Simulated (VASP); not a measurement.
# RbBr (Fm-3m) in VASP: settings compared, part 2 of 2

VASP 6.6.1. Earlier steps stand in the parts before.

## (3) Single point, LDA

This run uses another cell than the first one, of 37.08 Å³/atom.

Input file INCAR:

```
PREC     = Accurate       # precision mode
ENCUT    = 520            # plane-wave cutoff, eV
EDIFF    = 1E-7           # SCF threshold, eV
ISMEAR   = -1             # smearing method
SIGMA    = 0.02           # smearing width, eV
LREAL    = False          # projectors in reciprocal space
LASPH    = True           # aspherical terms in the spheres
NELM     = 80             # most SCF steps
ALGO     = Normal         # electronic algorithm
ISIF     = 2              # what is computed and relaxed
LWAVE    = False          # write WAVECAR
LCHARG   = False          # write CHGCAR
GGA      = CA             # functional
NBANDS   = 15             # bands
```

Input file KPOINTS:

```
Automatic mesh
0
Gamma
  6 6 6
```

Input file POSCAR:

```
RbBr
1.0
    0.0000000000      3.3345896496      3.3345896496
    3.3345896496      0.0000000000      3.3345896496
    3.3345896496      3.3345896496      0.0000000000
Rb Br
1 1
Direct
    0.0000000000      0.0000000000      0.0000000000
    0.5000000000      0.5000000000      0.5000000000
```

Potentials or basis: VASP PAW LDA potentials, release 64 (Rb_sv, Br).

Command:

```
cat potpaw_LDA.64/Rb_sv/POTCAR potpaw_LDA.64/Br/POTCAR > POTCAR
mpirun -np 1 vasp_std > vasp.out
```

OUTCAR:

```text
PREC = Accurate
   ENCUT = 520
   EDIFF = 1E-7
   ISMEAR = -1
   LREAL = False
   LASPH = True
   NELM = 80
   ISIF = 2
   GGA = CA

 ion  position               nearest neighbor table
   1  0.000  0.000  0.000-   2 3.33   2 3.33   2 3.33   2 3.33   2 3.33   2 3.33
   2  0.500  0.500  0.500-   1 3.33   1 3.33   1 3.33   1 3.33   1 3.33   1 3.33

  LATTYP: Found a face centered cubic cell.
 ALAT       =     6.6691792992

  Lattice vectors:

 A1 = (   0.0000000000,   3.3345896496,   3.3345896496)
 A2 = (   3.3345896496,   0.0000000000,   3.3345896496)
 A3 = (   3.3345896496,   3.3345896496,   0.0000000000)

Analysis of symmetry for initial positions (statically):
=====================================================================
 Subroutine PRICEL returns:
 Original cell was already a primitive cell.

 Routine SETGRP: Setting up the symmetry group for a
 face centered cubic supercell.

 Subroutine GETGRP returns: Found 48 space group operations
 (whereof 48 operations were pure point group operations)
 out of a pool of 48 trial point group operations.

The static configuration has the point symmetry O_h .
[... 163 lines left out ...]
      4      -9.8830      2.00000
      5      -9.8830      2.00000
      6      -1.6145      2.00000
      7      -1.6145      2.00000
      8      -1.6145      2.00000
      9       2.5517      0.00000
     10       5.4171      0.00000
     11       5.4171      0.00000
     12       5.4171      0.00000
     13       6.4289      0.00000
     14       6.4289      0.00000
[... 257 lines left out ...]
      2     -13.8779      2.00000
      3     -10.1149      2.00000
      4     -10.0317      2.00000
      5      -9.8883      2.00000
      6      -2.1239      2.00000
      7      -2.0721      2.00000
      8      -1.9054      2.00000
      9       4.3689      0.00000
     10       6.2508      0.00000
     11       6.2971      0.00000
     12       7.4257      0.00000
     13       8.5010      0.00000
     14       9.4249      0.00000
     15       9.9163      0.00000

------------------------ aborting loop because EDIFF is reached ----------------------------------------

  FORCE on cell =-STRESS in cart. coord.  units (eV):
  Direction    XX          YY          ZZ          XY          YZ          ZX
  --------------------------------------------------------------------------------------
  -------------------------------------------------------------------------------------
  Total        0.0231355      0.0231355      0.0231355     -0.0000000      0.0000000     -0.0000000
  in kB        0.4998414      0.4998414      0.4998414     -0.0000000      0.0000000     -0.0000000
  external PRESSURE =       0.4998414 kB  Pullay stress =       0.0000000 kB

 VOLUME and BASIS-vectors are now :
 -----------------------------------------------------------------------------
  energy-cutoff  :      520.00
  volume of cell :       74.16
      direct lattice vectors                 reciprocal lattice vectors
     0.000000000  3.334589650  3.334589650    -0.149943487  0.149943487  0.149943487
     3.334589650  0.000000000  3.334589650     0.149943487 -0.149943487  0.149943487
     3.334589650  3.334589650  0.000000000     0.149943487  0.149943487 -0.149943487

 POSITION                                       TOTAL-FORCE (eV/Angst)
 -----------------------------------------------------------------------------------
      0.00000      0.00000      0.00000         0.000000      0.000000      0.000000
      3.33459      3.33459      3.33459         0.000000     -0.000000     -0.000000
 -----------------------------------------------------------------------------------
    total drift:                                0.000000      0.000000      0.000000

  FREE ENERGIE OF THE ION-ELECTRON SYSTEM (eV)
  ---------------------------------------------------
  free  energy   TOTEN  =        -6.7188877907 eV

  energy  without entropy=       -6.7188877906  energy(sigma->0) =       -6.71888779
```

stdout:

```text
POSCAR found type information on POSCAR RbBr
 POSCAR found :  2 types and       2 ions
 scaLAPACK will be used
 LDA part: xc-table for (Slater(with rela. corr.)+CA(PZ))
 , standard interpolation
 POSCAR, INCAR and KPOINTS ok, starting setup
 FFT: planning ... GRIDC
 FFT: planning ... GRID_SOFT
 FFT: planning ... GRID
 WAVECAR not read
 entering main loop
```

Wall time 38 s (1 thread of AMD EPYC 7R13, shared host); peak memory 0.14 GiB.

What came out:

- Free energy: -6.7189 eV
- Pressure: 0.0 GPa
- Band gap on the k mesh: 4.17 eV

Levels at points of the mesh, in eV from the valence-band top:
| k point | band 4 | band 5 | band 6 | band 7 | band 8 | band 9 | band 10 | band 11 | band 12 | band 13 |
| --- | --- | --- | --- | --- | --- | --- | --- | --- | --- | --- |
| (0.00, 0.00, 0.00) | -8.27 | -8.27 | 0.00 | 0.00 | 0.00 | 4.17 | 7.03 | 7.03 | 7.03 | 8.04 |
| (0.50, 0.00, 0.00) | -8.28 | -8.20 | -1.21 | -0.46 | -0.46 | 6.67 | 7.68 | 9.50 | 9.50 | 10.18 |
| (0.50, 0.50, 0.00) | -8.38 | -8.38 | -0.51 | -0.17 | -0.17 | 5.19 | 7.12 | 9.21 | 9.25 | 9.58 |

LDA gaps usually lie below the measured ones, often by a third to a half.

## (4) Single point, PBEsol

This run uses another cell than the first one, of 40.11 Å³/atom.

Input file INCAR:

```
PREC = Accurate
ENCUT = 520
EDIFF = 1E-6
ISMEAR = -1
SIGMA = 0.02
LREAL = F
LASPH = T
NELM = 60
ALGO = Normal
ISIF = 2
LWAVE = F
LCHARG = F
GGA = PS
NBANDS = 15
```

KPOINTS is that of step 3.

Input file POSCAR:

```
RbBr
1.0
    0.0000000000      3.4231094477      3.4231094477
    3.4231094477      0.0000000000      3.4231094477
    3.4231094477      3.4231094477      0.0000000000
Rb Br
1 1
Direct
    0.0000000000      0.0000000000      0.0000000000
    0.5000000000      0.5000000000      0.5000000000
```

Potentials or basis: VASP PAW PBE potentials, release 64 (Rb_sv, Br).

Command:

```
cat potpaw_PBE.64/Rb_sv/POTCAR potpaw_PBE.64/Br/POTCAR > POTCAR
mpirun -np 1 vasp_std > vasp.out
```

Run time: 38 s. Hardware: 1 thread of AMD EPYC 7R13, shared host; peak memory 0.18 GiB.

Results (log left out):

```yaml
Free_energy: -6.3554 eV
Pressure: 0.0 GPa
Band_gap_on_the_k_mesh: 4.22 eV
```

Levels at points of the mesh, in eV from the valence-band top:
```
           k point  band 6  band 7  band 8  band 9  band 10  band 11
(0.00, 0.00, 0.00)    0.00    0.00    0.00    4.22     7.20     7.20
(0.50, 0.00, 0.00)   -1.02   -0.37   -0.37    6.68     7.62     9.44
(0.50, 0.50, 0.00)   -0.49   -0.16   -0.16    5.49     7.03     9.07
```

Caveat: the PAW data sets were made with another functional, which shifts forces and pressure a little.

## (5) Summary

```tsv
level	potentials or basis	cell	k mesh	smearing	gap on the mesh (eV)	pressure (GPa)
PBE	VASP PAW PBE potentials, release 64 (Rb_sv, Br)	a = 4.894 Å, angles 60.0°, 2 atoms	4 × 4 × 4	gaussian 0.01 eV	4.29	0.6
LDA	VASP PAW LDA potentials, release 64 (Rb_sv, Br)	a = 4.716 Å, angles 60.0°, 2 atoms	6 × 6 × 6	fermi-dirac 0.02 eV	4.17	0.0
PBEsol	VASP PAW PBE potentials, release 64 (Rb_sv, Br)	a = 4.841 Å, angles 60.0°, 2 atoms	6 × 6 × 6	fermi-dirac 0.02 eV	4.22	0.0
```

Alike in all rows: task single point; no spin polarisation; cutoff (eV) 520.

Caveats: the PAW data sets were made with another functional, which shifts forces and pressure a little (at least some runs).

Absolute energies hang on the potentials; compare differences alone.
